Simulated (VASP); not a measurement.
# NaH (Pm) in VASP: single point with PBE

Aim: the single point of NaH with PBE.

Everything below comes from runs of VASP 6.6.1. Logs are shortened: lines on timing, memory, paths and dates and some standing lists are left out, and cuts for length are marked.

## Step 1: The cell of the first run

Symmetry: Pm, No. 6, monoclinic system. Conventional cell: a = 2.955 Å, b = 2.955 Å, c = 2.955 Å, α = 90.00°, β = 90.00°, γ = 90.00°. Within 3.1 Å of Na (site symmetry m) lie 8 H at 2.31 to 2.83 Å and 6 Na at 2.96 Å. H (site symmetry m) has 8 Na at 2.31 to 2.83 Å and 6 H at 2.96 Å within 3.1 Å.

## Step 2: Single point, PBE (atom 1 (Na) moved by (-0.300, -0.150) A along x and z)

Input file INCAR:

```
SYSTEM = NaH
PREC = Accurate
ENCUT = 500
EDIFF = 1E-6
ISMEAR = 0
SIGMA = 0.05
LREAL = .FALSE.
LASPH = .TRUE.
NELM = 120
ALGO = Normal
ISIF = 2
LWAVE = .FALSE.
LCHARG = .FALSE.
GGA = PE
NBANDS = 11
GGA_COMPAT = .FALSE.
```

Input file KPOINTS:

```
Automatic mesh
0
G
  10 10 10
  0 0 0
```

Input file POSCAR:

```
NaH
1.0
    2.9551240000      0.0000000000      0.0000000000
    0.0000000000      2.9551240000      0.0000000000
    0.0000000000      0.0000000000      2.9551240000
Na H
1 1
Direct
   -0.1015185826      0.0000000000     -0.0507592913
    0.5000000000      0.5000000000      0.5000000000
```

Potentials or basis: VASP PAW PBE potentials, release 64 (Na_pv, H).

Command:

```
$ cat potpaw_PBE.64/Na_pv/POTCAR potpaw_PBE.64/H/POTCAR > POTCAR
$ mpirun -np 1 vasp_std > vasp.out
```

OUTCAR:

```text
SYSTEM = NaH
   PREC = Accurate
   ENCUT = 500
   EDIFF = 1E-6
   ISMEAR = 0
   LREAL = .FALSE.
   LASPH = .TRUE.
   NELM = 120
   ISIF = 2
   GGA = PE

 ion  position               nearest neighbor table
   1  0.898  0.000  0.949-
   2  0.500  0.500  0.500-

  LATTYP: Found a simple cubic cell.
 ALAT       =     2.9551240000

  Lattice vectors:

 A1 = (   2.9551240000,   0.0000000000,   0.0000000000)
 A2 = (   0.0000000000,   2.9551240000,   0.0000000000)
 A3 = (   0.0000000000,   0.0000000000,   2.9551240000)

Analysis of symmetry for initial positions (statically):
=====================================================================
 Subroutine PRICEL returns:
 Original cell was already a primitive cell.

 Routine SETGRP: Setting up the symmetry group for a
 simple cubic supercell.

 Subroutine GETGRP returns: Found  2 space group operations
 (whereof  2 operations were pure point group operations)
 out of a pool of 48 trial point group operations.

The static configuration has the point symmetry C_1h.

Analysis of symmetry for dynamics (positions and initial velocities):
=====================================================================
 Subroutine PRICEL returns:
 Original cell was already a primitive cell.

 Routine SETGRP: Setting up the symmetry group for a
 simple cubic supercell.

 Subroutine GETGRP returns: Found  2 space group operations
 (whereof  2 operations were pure point group operations)
 out of a pool of 48 trial point group operations.

The dynamic configuration has the point symmetry C_1h.

 Subroutine INISYM returns: Found  2 space group operations
 (whereof  2 operations are pure point group operations),
 and found     1 'primitive' translations

----------------------------------------------------------------------------------------

                                     Primitive cell

  volume of cell :      25.8064

  direct lattice vectors                    reciprocal lattice vectors
     2.955124000  0.000000000  0.000000000     0.338395275  0.000000000  0.000000000
     0.000000000  2.955124000  0.000000000     0.000000000  0.338395275  0.000000000
     0.000000000  0.000000000  2.955124000     0.000000000  0.000000000  0.338395275

  length of vectors
     2.955124000  2.955124000  2.955124000     0.338395275  0.338395275  0.338395275

  position of ions in fractional coordinates (direct lattice)
     0.898481417  0.000000000  0.949240709
     0.500000000  0.500000000  0.500000000

  ion indices of the primitive-cell ions
   primitive index   ion index
                 1           1
                 2           2

----------------------------------------------------------------------------------------

 KPOINTS: Automatic mesh

Automatic generation of k-mesh.
 Grid dimensions read from file:
 generate k-points for:   10   10   10

 Generating k-lattice:

  Cartesian coordinates                     Fractional coordinates (reciprocal lattice)
     0.033839528  0.000000000  0.000000000     0.100000000  0.000000000  0.000000000
     0.000000000  0.033839528  0.000000000     0.000000000  0.100000000  0.000000000
     0.000000000  0.000000000  0.033839528     0.000000000  0.000000000  0.100000000

  Length of vectors
     0.033839528  0.033839528  0.033839528

  Shift w.r.t. Gamma in fractional coordinates (k-lattice)
     0.000000000  0.000000000  0.000000000

 Subroutine IBZKPT returns following result:
 ===========================================

 Found    312 irreducible k-points:

 Following reciprocal coordinates:
            Coordinates               Weight
  0.000000  0.000000  0.000000      1.000000
  0.100000  0.000000  0.000000      2.000000
  0.000000  0.100000  0.000000      2.000000
  0.000000  0.000000  0.100000      2.000000
  0.200000  0.000000  0.000000      2.000000
  0.000000  0.200000  0.000000      2.000000
[... 16 lines left out ...]
  0.100000  0.000000  0.200000      2.000000
 -0.100000  0.200000  0.000000      4.000000
 [... further k-points ...]
   k-points           NKPTS =    312   k-points in BZ     NKDIM =    312   number of bands    NBANDS=     11
   number of dos      NEDOS =    301   number of ions     NIONS =      2
   total plane-waves  NPLWV =  13824
   dimension x,y,z NGX =    24 NGY =   24 NGZ =   24
   dimension x,y,z NGXF=    48 NGYF=   48 NGZF=   48
   ions per type =               1   1
   NGX,Y,Z   is equivalent  to a cutoff of  13.50, 13.50, 13.50 a.u.
   NGXF,Y,Z  is equivalent  to a cutoff of  27.00, 27.00, 27.00 a.u.
 SYSTEM =  NaH
   PREC   = accura    normal or accurate (medium, high low for compatibility)
   ISTART =      0    job   : 0-new  1-cont  2-samecut
   ICHARG =      2    charge: 1-file 2-atom 10-const
   ISPIN  =      1    spin polarized calculation?
   LNONCOLLINEAR =      F non collinear calculations
   LSORBIT =      F    spin-orbit coupling
   LASPH  =      T    aspherical Exc in radial PAW
   ENCUT  =  500.0 eV  36.75 Ry    6.06 a.u.   5.39  5.39  5.39*2*pi/ulx,y,z
   NELM   =    120;   NELMIN=  2; NELMDL= -5     # of ELM steps
   EDIFF  = 0.1E-05   stopping-criterion for ELM
   LREAL  =      F    real-space projection
   EDIFFG = 0.1E-04   stopping-criterion for IOM
   NSW    =      0    number of steps for IOM
   IBRION =     -1    ionic relax: 0-MD 1-quasi-New 2-CG
   NFREE  =      0    steps in history (QN), initial steepest desc. (CG)
   ISIF   =      2    stress and relaxation
   ISYM   =      2    0-nonsym 1-usesym 2-fastsym
   POTIM  = 0.5000    time-step for ionic-motion
   TEBEG  =    0.0;   TEEND  =   0.0 temperature during run
   PSTRESS=    0.0 pullay stress
   NELECT =       8.0000    total number of electrons
   NUPDOWN=      -1.0000    fix difference up-down
   EMIN   =  10.00;   EMAX   =-10.00  energy-range for DOS
   EFERMI =   0.00;   METHOD = LEGACY
   ISMEAR =     0;   SIGMA  =   0.05  broadening in eV -4-tet -1-fermi 0-gaus
   EFERMI_NEDOS =   21; number of points for ismear=-14 and -15
   IALGO  =     38    algorithm
   IMIX   =      4    mixing-type and parameters
     AMIX     =   0.40;   BMIX     =  1.00
     AMIX_MAG =   1.60;   BMIX_MAG =  1.00
  volume/ion in A,a.u.               =      12.90        87.08
  Fermi-wavevector in a.u.,A,eV,Ry     =   1.107973  2.093765 16.702564  1.227604
  Thomas-Fermi vector in A             =   2.244494
   LORBIT       =      0    0 simple, 1 ext, 2 COOP (PROOUT), +10 PAW based schemes
   GGA     = PE    functional components
   LHFCALC =     F    Hartree Fock is set to
   AEXX    =    0.0000 exact exchange contribution
   IVDW    =     0    specifies the selected vdW correction
   LEPSILON=     F    determine dielectric tensor
   LRPA    =     F    only Hartree local field effects (RPA)
 non-spin polarized calculation
 Gauss-broadening in eV      SIGMA  =   0.05
  energy-cutoff  :      500.00
  volume of cell :       25.81
 maximum number of plane-waves:       691
 NGX is ok and might be reduce to    24
   NGX = 11   NGY = 11   NGZ = 11

 number of electron       7.9999999 magnetization

 Free energy of the ion-electron system (eV)
  ---------------------------------------------------
  ext. energy  EPLUGINS =         0.00000000
  ---------------------------------------------------
  free energy    TOTEN  =        -4.74566286 eV

  energy without entropy =       -4.74566286  energy(sigma->0) =       -4.74566286

 E-fermi :   1.5169     XC(G=0):  -8.1324

 val. band max:        1.1942069719   @ k =   0.5000   0.5000   0.5000
 cond. band min:       2.2883595205   @ k =   0.5000   0.0000   0.0000
 fundamental gap:      1.0941525486
 Fermi energy:         1.5168924299

 k-point     1 :       0.0000    0.0000    0.0000
  band No.  band energies     occupation
      1     -23.2136      2.00000
      2     -23.1999      2.00000
      3     -23.1954      2.00000
      4      -4.6074      2.00000
      5       9.5506      0.00000
      6      12.1350      0.00000
      7      12.2561      0.00000
      8      13.8213      0.00000
      9      13.9624      0.00000
     10      14.6158      0.00000
     11      26.7697      0.00000

 k-point     2 :       0.1000    0.0000    0.0000
  band No.  band energies     occupation
      1     -23.2307      2.00000
      2     -23.1985      2.00000
      3     -23.1939      2.00000
      4      -4.4510      2.00000
      5       8.6985      0.00000
      6      11.4870      0.00000
      7      12.4029      0.00000
      8      13.9412      0.00000
      9      14.0791      0.00000
     10      16.5177      0.00000
     11      25.3501      0.00000

 k-point     3 :       0.0000    0.1000    0.0000
  band No.  band energies     occupation
      1     -23.2131      2.00000
      2     -23.2118      2.00000
      3     -23.1984      2.00000
      4      -4.4506      2.00000
      5       8.7948      0.00000
      6      11.2478      0.00000
      7      12.2992      0.00000
      8      14.0589      0.00000
      9      14.3494      0.00000
     10      16.3720      0.00000
     11      25.1488      0.00000

 k-point     4 :       0.0000    0.0000    0.1000
  band No.  band energies     occupation
      1     -23.2180      2.00000
      2     -23.2113      2.00000
      3     -23.1939      2.00000
      4      -4.4507      2.00000
      5       8.7744      0.00000
      6      11.2700      0.00000
      7      12.3763      0.00000
      8      13.9392      0.00000
      9      14.3574      0.00000
     10      16.4059      0.00000
     11      25.2102      0.00000
[... 239 lines left out ...]
 k-point    22 :       0.0000    0.2000    0.1000
  band No.  band energies     occupation
      1     -23.2562      2.00000
      2     -23.2119      2.00000
      3     -23.2058      2.00000
      4      -3.8467      2.00000
      5       6.8646      0.00000
      6       9.9518      0.00000
      7      12.4951      0.00000
      8      14.3677      0.00000
      9      16.7693      0.00000
     10      19.6358      0.00000
     11      20.8766      0.00000

 k-point    23 :       0.1000    0.0000    0.2000
  band No.  band energies     occupation
      1     -23.2606      2.00000
      2     -23.2246      2.00000
      3     -23.1885      2.00000
      4      -3.8464      2.00000
      5       6.8652      0.00000
      6       9.9121      0.00000
      7      12.5245      0.00000
      8      14.4112      0.00000
      9      16.7598      0.00000
     10      19.6094      0.00000
     11      20.8939      0.00000

 k-point    24 :      -0.1000    0.2000    0.0000
  band No.  band energies     occupation
      1     -23.2563      2.00000
      2     -23.2245      2.00000
      3     -23.1931      2.00000
      4      -3.8467      2.00000
      5       6.8486      0.00000
      6       9.9870      0.00000
      7      12.4764      0.00000
      8      14.4100      0.00000
      9      16.6919      0.00000
     10      19.6544      0.00000
     11      20.8963      0.00000

 [... further k-points ...]

------------------------ aborting loop because EDIFF is reached ----------------------------------------

  FORCE on cell =-STRESS in cart. coord.  units (eV):
  Direction    XX          YY          ZZ          XY          YZ          ZX
  --------------------------------------------------------------------------------------
  -------------------------------------------------------------------------------------
  Total        0.2045525      0.1711943      0.1731745      0.0000000      0.0000000      0.1313027
  in kB       12.6995473     10.6285221     10.7514606      0.0000000      0.0000000      8.1518650
  external PRESSURE =      11.3598434 kB  Pullay stress =       0.0000000 kB

 VOLUME and BASIS-vectors are now :
 -----------------------------------------------------------------------------
  energy-cutoff  :      500.00
  volume of cell :       25.81
      direct lattice vectors                 reciprocal lattice vectors
     2.955124000  0.000000000  0.000000000     0.338395275  0.000000000  0.000000000
     0.000000000  2.955124000  0.000000000     0.000000000  0.338395275  0.000000000
     0.000000000  0.000000000  2.955124000     0.000000000  0.000000000  0.338395275

 POSITION                                       TOTAL-FORCE (eV/Angst)
 -----------------------------------------------------------------------------------
      2.65512      0.00000      2.80512         0.145092      0.000000      0.102214
      1.47756      1.47756      1.47756        -0.145092      0.000000     -0.102214
 -----------------------------------------------------------------------------------
    total drift:                               -0.000063      0.000000      0.000125

  FREE ENERGIE OF THE ION-ELECTRON SYSTEM (eV)
  ---------------------------------------------------
  free  energy   TOTEN  =        -4.7456628561 eV

  energy  without entropy=       -4.7456628561  energy(sigma->0) =       -4.74566286
```

It took 2.3 min on 1 thread of Intel Xeon 8259CL, shared host; peak memory 0.16 GiB.

Results:

```
Free energy            : -4.7457 eV
Pressure               : 1.1 GPa
Largest force          : 0.177 eV/Å
Band gap on the k mesh : 1.09 eV (least direct gap 4.39 eV)
```

Forces in eV/Å, atoms in the order of the input:
```
Na   0.145  0.000  0.102
H   -0.145  0.000 -0.102
```

Stress tensor (GPa, compression positive):
```
1.27 0.00 0.82
0.00 1.06 0.00
0.82 0.00 1.08
```

Levels at points of the mesh, in eV from the valence-band top:
```
           k point  band 2  band 3  band 4  band 5  band 6  band 7
(0.00, 0.00, 0.00)  -24.39  -24.39   -5.80    8.36   10.94   11.06
(0.50, 0.00, 0.00)  -24.38  -24.37   -3.29    1.09   11.20   14.25
(0.00, 0.50, 0.00)  -24.39  -24.38   -3.30    1.16   10.80   14.26
(0.00, 0.00, 0.50)  -24.39  -24.37   -3.30    1.15   10.90   14.25
(0.50, 0.50, 0.00)  -24.54  -24.36   -1.63    4.36    4.44    6.87
(0.00, 0.50, 0.50)  -24.54  -24.38   -1.66    4.40    4.42    6.93
(0.50, 0.00, 0.50)  -24.54  -24.36   -1.62    4.37    4.43    6.85
(0.50, 0.50, 0.50)  -24.52  -24.51    0.00    7.04    7.08    7.25
```

Caveat: the cell differs from its parent crystal (atom 1 (Na) moved by (-0.300, -0.150) A along x and z). A k mesh can miss the band edges.
